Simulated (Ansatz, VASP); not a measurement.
# ZrSi3O8 in VASP and in Ansatz

File INCAR:

```
SYSTEM = ZrSi3O8
  PREC = Accurate
  ENCUT = 520
  EDIFF = 1E-6
  ISMEAR = 0
  SIGMA = 0.02
  LREAL = .False.
  LASPH = .True.
  NELM = 100
  ALGO = Normal
  ISIF = 2
  LWAVE = .False.
  LCHARG = .True.
  GGA = PE
  LELF = .True.
  LVHAR = .True.
  NBANDS = 48
```

The input KPOINTS:

```
Automatic mesh
0
Gamma
  4 4 4
  0 0 0
```

The input POSCAR:

```
ZrSi3O8
1.0
    3.7632118877     -3.8309161048     -0.0003043822
    3.7632118877      3.8309161048     -0.0003043822
   -0.0038859409      0.0000000000      7.6155906323
Zr Si O
1 3 8
Direct
    0.4798894951      0.5201105049      0.0000000000
    0.9751639082      0.4760642587      0.7303488775
    0.5239357413      0.0248360918      0.2696511225
    0.0230690504      0.9769309496      0.5000000000
    0.0420240498      0.2398605982      0.6057903200
    0.5316661736      0.8576887329      0.0902641357
    0.1423112671      0.4683338264      0.9097358643
    0.7601394018      0.9579759502      0.3942096800
    0.0377575338      0.7393355560      0.6316425738
    0.5378912653      0.3148632120      0.2086817257
    0.6851367880      0.4621087347      0.7913182743
    0.2606644440      0.9622424662      0.3683574262
```

Input for Ansatz:

```yaml
crystal:
  lattice:
    - [3.7632118877, -3.8309161048, -0.0003043822]
    - [3.7632118877, 3.8309161048, -0.0003043822]
    - [-0.0038859409, 0.0, 7.6155906323]
  atoms:
    - { symbol: Zr, position: [0.4798894951, 0.5201105049, 0.0] }
    - { symbol: Si, position: [0.9751639082, 0.4760642587, 0.7303488775] }
    - { symbol: Si, position: [0.5239357413, 0.0248360918, 0.2696511225] }
    - { symbol: Si, position: [0.0230690504, 0.9769309496, 0.5] }
    - { symbol: O, position: [0.0420240498, 0.2398605982, 0.60579032] }
    - { symbol: O, position: [0.5316661736, 0.8576887329, 0.0902641357] }
    - { symbol: O, position: [0.1423112671, 0.4683338264, 0.9097358643] }
    - { symbol: O, position: [0.7601394018, 0.9579759502, 0.39420968] }
    - { symbol: O, position: [0.0377575338, 0.739335556, 0.6316425738] }
    - { symbol: O, position: [0.5378912653, 0.314863212, 0.2086817257] }
    - { symbol: O, position: [0.685136788, 0.4621087347, 0.7913182743] }
    - { symbol: O, position: [0.260664444, 0.9622424662, 0.3683574262] }
basis:
  ecutwfc: 420
kpoints:
  mp_grid: { grid: [4, 4, 4] }
  band_path:
    path:
      - [[0.0, 0.0, 0.0], [-0.5, 0.5, 0.0], [-0.5, 0.5, 0.5], [0.0, 0.0, 0.5], [0.0, 0.0, 0.0]]
      - [[-0.5, 0.0, 0.5], [0.0, 0.0, 0.0], [-0.5, 0.0, 0.0]]
    npoints: 10
hamiltonian:
  xc: pbe
scf:
  occupations: { method: gaussian, width: 0.02 }
  n_extra_bands: 30
output:
  forces: true
  stress: true
  eigenvalues: true
  populations: true
  dos: { projected: true, de: 0.02, nscf_kmesh: { grid: [6, 6, 6] } }
  bader: false
  write_density: true
  write_potential: true
  elf: true
  volumetric_format: npy
```

Alike in both runs: task single point; functional PBE; k mesh 4 × 4 × 4; occupations gaussian, width 0.02 eV; no spin polarisation.

|  | VASP | Ansatz |
| --- | --- | --- |
| version | VASP 6.6.1 | Ansatz 0.2.0 |
| potentials or method | VASP PAW PBE potentials, release 64 (Zr_sv, Si, O), cutoff 520 eV | scalar-relativistic, plane waves, PAW |
| valence electrons in the cell | 72 | 72 |

```tsv
	VASP	Ansatz	Ansatz less VASP
gap on the k mesh at the Fermi level (eV)	5.18	5.18	0.000
least direct gap on the mesh (eV)	5.18	5.18	0.000
pressure (GPa)	0.1	0.0	-0.13
rms of the force components (eV/Å)	0.013	0.001	-0.0116
```

Atom by atom the forces differ by 0.013 eV/Å (rms over components).
